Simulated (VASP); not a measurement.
# Rh in VASP: density of states with PBE

Aim: the density of states of Rh with PBE.

Program: VASP 6.6.1. These are calculated values, not measurements. Logs are shortened: lines on timing, memory, paths and dates and some standing lists are left out, and cuts for length are marked.

### 1 The cell of the first run

The cell holds a sheet with vacuum, 2 atoms: a = 3.802 Å, b = 3.802 Å, c = 26.953 Å, α = 90.00°, β = 90.00°, γ = 120.00°.

### 2 Density of states, PBE

Input file POSCAR:

```
Rh
1.0
    3.8021948103      0.0000002456      0.0000000000
   -1.9010976179      3.2927971730      0.0000000000
    0.0000000000      0.0000000000     26.9530259200
Rh
2
Direct
    0.6666666667      0.3333333333      0.2820535462
    0.3333333333      0.6666666667      0.3115718244
```

Input file INCAR.step1:

```
SYSTEM = Rh
ALGO = Normal
DIPOL = 0.5 0.5 0.297
EDIFF = 1E-7
ENCUT = 520
GGA = PE
IDIPOL = 3
ISIF = 2
ISMEAR = 0
LASPH = .TRUE.
LCHARG = .TRUE.
LDIPOL = .TRUE.
LMAXMIX = 4
LREAL = .FALSE.
LWAVE = .FALSE.
NBANDS = 22
NELM = 60
PREC = Accurate
SIGMA = 0.02
```

Input file KPOINTS.step1:

```
k-points
0
G
  12 12 1
  0 0 0
```

Input file INCAR.step2:

```
SYSTEM = Rh
ALGO = Normal
DIPOL = 0.5 0.5 0.297
EDIFF = 1E-7
ENCUT = 520
GGA = PE
ICHARG = 11
IDIPOL = 3
ISIF = 2
ISMEAR = -5
LASPH = .TRUE.
LCHARG = .FALSE.
LDIPOL = .TRUE.
LMAXMIX = 4
LORBIT = 10
LREAL = .FALSE.
LWAVE = .FALSE.
NBANDS = 22
NEDOS = 1001
NELM = 60
PREC = Accurate
SIGMA = 0.02
```

Input file KPOINTS.step2:

```
k-points
0
G
  18 18 1
  0 0 0
```

Potentials or basis: VASP PAW PBE potentials, release 64 (Rh_pv).

The run is started by

```sh
$ cat potpaw_PBE.64/Rh_pv/POTCAR > POTCAR
$ cp INCAR.step1 INCAR
$ cp KPOINTS.step1 KPOINTS
$ mpirun -np 1 vasp_std > vasp.out
$ cp INCAR.step2 INCAR
$ cp KPOINTS.step2 KPOINTS
$ mpirun -np 1 vasp_std > vasp.out
```

OUTCAR:

```text
SYSTEM = Rh
   EDIFF = 1E-7
   ENCUT = 520
   GGA = PE
   ICHARG = 11
   ISIF = 2
   ISMEAR = -5
   LASPH = .TRUE.
   LORBIT = 10
   LREAL = .FALSE.
   NELM = 60
   PREC = Accurate

 ion  position               nearest neighbor table
   1  0.667  0.333  0.282-   2 2.33   2 2.33   2 2.33
   2  0.333  0.667  0.312-   1 2.33   1 2.33   1 2.33

  LATTYP: Found a hexagonal cell.
 ALAT       =     3.8021948103
 C/A-ratio  =     7.0888071929

  Lattice vectors:

 A1 = (   3.8021948103,   0.0000002456,   0.0000000000)
 A2 = (  -1.9010976179,   3.2927971730,   0.0000000000)
 A3 = (   0.0000000000,   0.0000000000,  26.9530259200)

Analysis of symmetry for initial positions (statically):
=====================================================================
 Subroutine PRICEL returns:
 Original cell was already a primitive cell.

 Routine SETGRP: Setting up the symmetry group for a
 hexagonal supercell.

 Subroutine GETGRP returns: Found 12 space group operations
 (whereof  6 operations were pure point group operations)
 out of a pool of 24 trial point group operations.

The static configuration has the point symmetry C_3v.
 The point group associated with its full space group is D_3d.

Analysis of symmetry for dynamics (positions and initial velocities):
=====================================================================
 Subroutine PRICEL returns:
 Original cell was already a primitive cell.

 Routine SETGRP: Setting up the symmetry group for a
 hexagonal supercell.

 Subroutine GETGRP returns: Found 12 space group operations
 (whereof  6 operations were pure point group operations)
 out of a pool of 24 trial point group operations.

The dynamic configuration has the point symmetry C_3v.
 The point group associated with its full space group is D_3d.

 Subroutine INISYM returns: Found 12 space group operations
 (whereof  6 operations are pure point group operations),
 and found     1 'primitive' translations

----------------------------------------------------------------------------------------

                                     Primitive cell

  volume of cell :     337.4480

  direct lattice vectors                    reciprocal lattice vectors
     3.802194810  0.000000246  0.000000000     0.263005977  0.151846595  0.000000000
    -1.901097618  3.292797173  0.000000000    -0.000000020  0.303693155  0.000000000
     0.000000000  0.000000000 26.953025920     0.000000000  0.000000000  0.037101586

  length of vectors
     3.802194810  3.802194810 26.953025920     0.303693155  0.303693155  0.037101586

  position of ions in fractional coordinates (direct lattice)
     0.666666667  0.333333333  0.282053546
     0.333333333  0.666666667  0.311571824

  ion indices of the primitive-cell ions
   primitive index   ion index
                 1           1
                 2           2

----------------------------------------------------------------------------------------

 KPOINTS: k-points

Automatic generation of k-mesh.
 Grid dimensions read from file:
 generate k-points for:   18   18    1

 Generating k-lattice:

  Cartesian coordinates                     Fractional coordinates (reciprocal lattice)
     0.014611443  0.008435922  0.000000000     0.055555556  0.000000000  0.000000000
    -0.000000001  0.016871842  0.000000000     0.000000000  0.055555556  0.000000000
     0.000000000  0.000000000  0.037101586     0.000000000  0.000000000  1.000000000

  Length of vectors
     0.016871842  0.016871842  0.037101586

  Shift w.r.t. Gamma in fractional coordinates (k-lattice)
     0.000000000  0.000000000  0.000000000

 TETIRR: Found    169 inequivalent tetrahedra from     1944

 Subroutine IBZKPT returns following result:
 ===========================================

 Found     37 irreducible k-points:

 Following reciprocal coordinates:
            Coordinates               Weight
  0.000000  0.000000  0.000000      1.000000
  0.055556  0.000000  0.000000      6.000000
  0.111111  0.000000  0.000000      6.000000
  0.166667  0.000000  0.000000      6.000000
  0.222222  0.000000  0.000000      6.000000
  0.277778  0.000000  0.000000      6.000000
[... 16 lines left out ...]
  0.333333  0.111111  0.000000     12.000000
  0.388889  0.111111  0.000000     12.000000
 [... further k-points ...]
   k-points           NKPTS =     37   k-points in BZ     NKDIM =     37   number of bands    NBANDS=     22
   number of dos      NEDOS =   1001   number of ions     NIONS =      2
   total plane-waves  NPLWV = 156800
   dimension x,y,z NGX =    28 NGY =   28 NGZ =  200
   dimension x,y,z NGXF=    56 NGYF=   56 NGZF=  400
   ions per type =               2
   NGX,Y,Z   is equivalent  to a cutoff of  12.24, 12.24, 12.34 a.u.
   NGXF,Y,Z  is equivalent  to a cutoff of  24.49, 24.49, 24.67 a.u.
 SYSTEM =  Rh
   PREC   = accura    normal or accurate (medium, high low for compatibility)
   ISTART =      0    job   : 0-new  1-cont  2-samecut
   ICHARG =     11    charge: 1-file 2-atom 10-const
   ISPIN  =      1    spin polarized calculation?
   LNONCOLLINEAR =      F non collinear calculations
   LSORBIT =      F    spin-orbit coupling
   LASPH  =      T    aspherical Exc in radial PAW
   ENCUT  =  520.0 eV  38.22 Ry    6.18 a.u.   7.07  7.07 50.11*2*pi/ulx,y,z
   NELM   =     60;   NELMIN=  2; NELMDL=  0     # of ELM steps
   EDIFF  = 0.1E-06   stopping-criterion for ELM
   LREAL  =      F    real-space projection
   EDIFFG = 0.1E-05   stopping-criterion for IOM
   NSW    =      0    number of steps for IOM
   IBRION =     -1    ionic relax: 0-MD 1-quasi-New 2-CG
   NFREE  =      0    steps in history (QN), initial steepest desc. (CG)
   ISIF   =      2    stress and relaxation
   ISYM   =      2    0-nonsym 1-usesym 2-fastsym
   POTIM  = 0.5000    time-step for ionic-motion
   TEBEG  =    0.0;   TEEND  =   0.0 temperature during run
   PSTRESS=    0.0 pullay stress
   NELECT =      30.0000    total number of electrons
   NUPDOWN=      -1.0000    fix difference up-down
   EMIN   =  10.00;   EMAX   =-10.00  energy-range for DOS
   EFERMI =   0.00;   METHOD = LEGACY
   ISMEAR =    -5;   SIGMA  =   0.02  broadening in eV -4-tet -1-fermi 0-gaus
   EFERMI_NEDOS =   21; number of points for ismear=-14 and -15
   IALGO  =     38    algorithm
   IMIX   =      4    mixing-type and parameters
     AMIX     =   0.40;   BMIX     =  1.00
     AMIX_MAG =   1.60;   BMIX_MAG =  1.00
  volume/ion in A,a.u.               =     168.72      1138.61
  Fermi-wavevector in a.u.,A,eV,Ry     =   0.730656  1.380740  7.263582  0.533858
  Thomas-Fermi vector in A             =   1.822680
   LORBIT       =     10    0 simple, 1 ext, 2 COOP (PROOUT), +10 PAW based schemes
   GGA     = PE    functional components
   LHFCALC =     F    Hartree Fock is set to
   AEXX    =    0.0000 exact exchange contribution
   IVDW    =     0    specifies the selected vdW correction
   LEPSILON=     F    determine dielectric tensor
   LRPA    =     F    only Hartree local field effects (RPA)
 non-spin polarized calculation
 Fermi weights with tetrahedron method with Bloechl corrections
  energy-cutoff  :      520.00
  volume of cell :      337.45
 maximum number of plane-waves:      9133

 number of electron      30.0000005 magnetization

 dipolmoment           0.000000      0.000000     -0.000253 electrons x Angstroem

 Free energy of the ion-electron system (eV)
  ---------------------------------------------------
  ext. energy  EPLUGINS =         0.00000000
  ---------------------------------------------------
  free energy    TOTEN  =       -10.80281571 eV

  energy without entropy =      -10.80281571  energy(sigma->0) =      -10.80281571

 E-fermi :  -3.6055     XC(G=0):  -1.8814

 val. band max:       -3.6084282022   @ k =   0.3333   0.3333   0.0000
 cond. band min:      -3.2402360723   @ k =   0.1667   0.1667   0.0000
 fundamental gap:      0.3681921299
 Fermi energy:        -3.6055191885

 k-point     1 :       0.0000    0.0000    0.0000
  band No.  band energies     occupation
      1     -50.4633      2.00000
      2     -50.4633      2.00000
      3     -49.6534      2.00000
      4     -49.6534      2.00000
      5     -49.4187      2.00000
      6     -49.3839      2.00000
[... 14 lines left out ...]
     21       1.5280      0.00000
     22       2.2105      0.00000

 k-point     2 :       0.0556    0.0000    0.0000
  band No.  band energies     occupation
      1     -50.4659      2.00000
      2     -50.4608      2.00000
      3     -49.6660      2.00000
      4     -49.6507      2.00000
      5     -49.4104      2.00000
      6     -49.3822      2.00000
[... 14 lines left out ...]
     21       1.5701      0.00000
     22       2.2535      0.00000

 k-point     3 :       0.1111    0.0000    0.0000
  band No.  band energies     occupation
      1     -50.4733      2.00000
      2     -50.4535      2.00000
      3     -49.6989      2.00000
      4     -49.6431      2.00000
      5     -49.3901      2.00000
      6     -49.3774      2.00000
[... 14 lines left out ...]
     21       1.6967      0.00000
     22       2.3825      0.00000
[... 476 lines left out ...]
 k-point    23 :       0.3333    0.1111    0.0000
  band No.  band energies     occupation
      1     -50.5459      2.00000
      2     -50.3419      2.00000
      3     -49.9548      2.00000
      4     -49.5705      2.00000
      5     -49.3289      2.00000
      6     -49.2954      2.00000
[... 14 lines left out ...]
     21       3.0470      0.00000
     22       3.6573      0.00000

 k-point    24 :       0.3889    0.1111    0.0000
  band No.  band energies     occupation
      1     -50.5528      2.00000
      2     -50.3234      2.00000
      3     -49.9842      2.00000
      4     -49.5636      2.00000
      5     -49.3234      2.00000
      6     -49.2901      2.00000
[... 14 lines left out ...]
     21       3.0068      0.00000
     22       3.9015      0.00000

 [... further k-points ...]

------------------------ aborting loop because EDIFF is reached ----------------------------------------

 vacuum level on the upper side and lower side of the slab       (xc-potential included)        -0.010        -0.006

  FORCE on cell =-STRESS in cart. coord.  units (eV):
  Direction    XX          YY          ZZ          XY          YZ          ZX
  --------------------------------------------------------------------------------------
  -------------------------------------------------------------------------------------
  Total        0.0294110      0.0294110      0.0032541     -0.0000000      0.0000000      0.0000000
  in kB        0.1396410      0.1396410      0.0154500     -0.0000000      0.0000000      0.0000000
  external PRESSURE =       0.0982440 kB  Pullay stress =       0.0000000 kB

 VOLUME and BASIS-vectors are now :
 -----------------------------------------------------------------------------
  energy-cutoff  :      520.00
  volume of cell :      337.45
      direct lattice vectors                 reciprocal lattice vectors
     3.802194810  0.000000246  0.000000000     0.263005977  0.151846595  0.000000000
    -1.901097618  3.292797173  0.000000000    -0.000000020  0.303693155  0.000000000
     0.000000000  0.000000000 26.953025920     0.000000000  0.000000000  0.037101586

 POSITION                                       TOTAL-FORCE (eV/Angst)
 -----------------------------------------------------------------------------------
      1.90110      1.09760      7.60220         0.000000      0.000000     -0.025704
     -0.00000      2.19520      8.39780        -0.000000      0.000000      0.025704
 -----------------------------------------------------------------------------------
    total drift:                                0.000000      0.000000     -0.075944

  FREE ENERGIE OF THE ION-ELECTRON SYSTEM (eV)
  ---------------------------------------------------
  free  energy   TOTEN  =       -10.8028157089 eV

  energy  without entropy=      -10.8028157089  energy(sigma->0) =      -10.80281571

 vacuum level on the upper side and lower side of the slab         1.394         1.397

 total charge

# of ion       s       p       d       tot
------------------------------------------
    1        0.467   6.155   7.182  13.804
    2        0.467   6.155   7.182  13.804
--------------------------------------------------
tot          0.934  12.310  14.364  27.608
```

It took 2.8 min on 1 thread of Intel Xeon 6975P-C (Granite Rapids), shared host; peak memory 0.48 GiB.

What came out:

```yaml
Valence_electrons_inside_the_program's_atomic_spheres: Rh 13.80
```

Levels at points of the mesh, in eV from the valence-band top:
```
           k point  band 11  band 12  band 13  band 14  band 15  band 16  band 17  band 18  band 19  band 20
(0.00, 0.00, 0.00)    -3.63    -2.01    -1.25    -0.11    -0.11     0.44     0.44     1.36     4.58     5.08
(0.50, 0.00, 0.00)    -2.36    -1.80    -0.87    -0.28    -0.19     0.61     1.14     2.33     4.81     6.26
```
